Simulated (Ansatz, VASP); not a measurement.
## LiCl in VASP and in Ansatz

```
Li Cl
1.0
     0.00000    2.57531    2.57531
     2.57531    0.00000    2.57531
     2.57531    2.57531    0.00000
Li Cl
1 1
Cartesian
  0.0000 0.0000 0.0000
  2.5753 2.5753 2.5753
```

Alike in both runs: functional PBE; k mesh 8 × 8 × 8; occupations gaussian, width 0.02 eV; no spin polarisation.

Ansatz relaxed the structure, and its values are those at the end. VASP's run is a single point on that final structure, the one shown.

|  | VASP | Ansatz |
| --- | --- | --- |
| version | VASP 6.6.1 | Ansatz 0.2.0 |
| potentials or method | VASP PAW PBE potentials, release 64 (Li_sv, Cl), cutoff 520 eV | scalar-relativistic, plane waves, PAW |
| valence electrons in the cell | 10 | 10 |

Ansatz gave:

```
gap on the k mesh at the Fermi level (eV) : 6.26
least direct gap on the mesh (eV)         : 6.26
```

Problem. Which values does VASP return?

Solution. gap on the k mesh at the Fermi level (eV): 6.27; least direct gap on the mesh (eV): 6.27.

With one functional, cell and mesh, what is left measures potentials, basis and numerics.

Noted on VASP's run: the cutoff is short for stress, so the pressure is rough.
